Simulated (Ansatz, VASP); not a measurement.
# B2Se3 in VASP and in Ansatz

File INCAR:

```
SYSTEM = B2Se3
PREC     = Accurate       ! precision mode
ENCUT    = 520            ! plane-wave cutoff, eV
EDIFF    = 1E-6           ! SCF threshold, eV
ISMEAR   = 0              ! smearing method
SIGMA    = 0.1            ! smearing width, eV
LREAL    = .False.        ! projectors in reciprocal space
LASPH    = .True.         ! aspherical terms in the spheres
NELM     = 80             ! most SCF steps
ALGO     = Normal         ! electronic algorithm
ISIF     = 2              ! what is computed and relaxed
LWAVE    = .False.        ! write WAVECAR
LCHARG   = .False.        ! write CHGCAR
GGA      = PE             ! functional
NBANDS   = 20             ! bands
```

Contents of KPOINTS:

```
regular mesh
0
Gamma
  6 6 4
  0 0 0
```

The input POSCAR:

```
B2Se3
1.0
    4.5599231600      0.0000000000      0.0000000000
   -2.2799615800      3.9490093000      0.0000000000
    0.0000000000      0.0000000000      5.5637722200
B Se
2 3
Direct
    0.3333333300      0.6666666700      0.8395121100
    0.6666666700      0.3333333300      0.1604878900
    0.0000000000      0.0000000000      0.0000000000
    0.3333333300      0.6666666700      0.3499253400
    0.6666666700      0.3333333300      0.6500746600
```

Input for Ansatz:

```yaml
crystal:
  lattice:
    - [4.55992316, 0.0, 0.0]
    - [-2.27996158, 3.9490093, 0.0]
    - [0.0, 0.0, 5.56377222]
  atoms:
    - { symbol: B, position: [0.33333333, 0.66666667, 0.83951211] }
    - { symbol: B, position: [0.66666667, 0.33333333, 0.16048789] }
    - { symbol: Se, position: [0.0, 0.0, 0.0] }
    - { symbol: Se, position: [0.33333333, 0.66666667, 0.34992534] }
    - { symbol: Se, position: [0.66666667, 0.33333333, 0.65007466] }
basis:
  ecutwfc: 420
kpoints:
  mp_grid: { grid: [6, 6, 4] }
hamiltonian:
  xc: pbe
scf:
  occupations: { method: gaussian, width: 0.1 }
  lower_state_search: "off"
output:
  forces: true
  stress: true
  eigenvalues: true
```

Change from the starting cell: species swapped into the Al3Cu2 type (P-3m1, No. 164).

Alike in both runs: task single point; functional PBE; k mesh 6 × 6 × 4; occupations gaussian, width 0.1 eV; no spin polarisation.

|  | VASP | Ansatz |
| --- | --- | --- |
| version | VASP 6.6.1 | Ansatz 0.2.0 |
| potentials or method | VASP PAW PBE potentials, release 64 (B, Se), cutoff 520 eV | scalar-relativistic, plane waves, PAW |
| valence electrons in the cell | 24 | 54 |

```tsv
	VASP	Ansatz	Ansatz less VASP
gap on the k mesh at the Fermi level (eV)	none	none	-
pressure (GPa)	-10.2	-10.2	0.00
traceless stress, the component that is largest in VASP (GPa)	1.03	1.03	+0.001
rms of the force components (eV/Å)	0.173	0.173	+0.0001
```

Atom by atom the forces differ by 0.000 eV/Å (rms over components). A gap of «none» marks a metal or a gap that the smearing closes. With one functional, cell and mesh, what is left measures potentials, basis and numerics. VASP's potentials hold 24 valence electrons a cell and Ansatz's 54, so a difference there can come from the potentials and not from the codes.
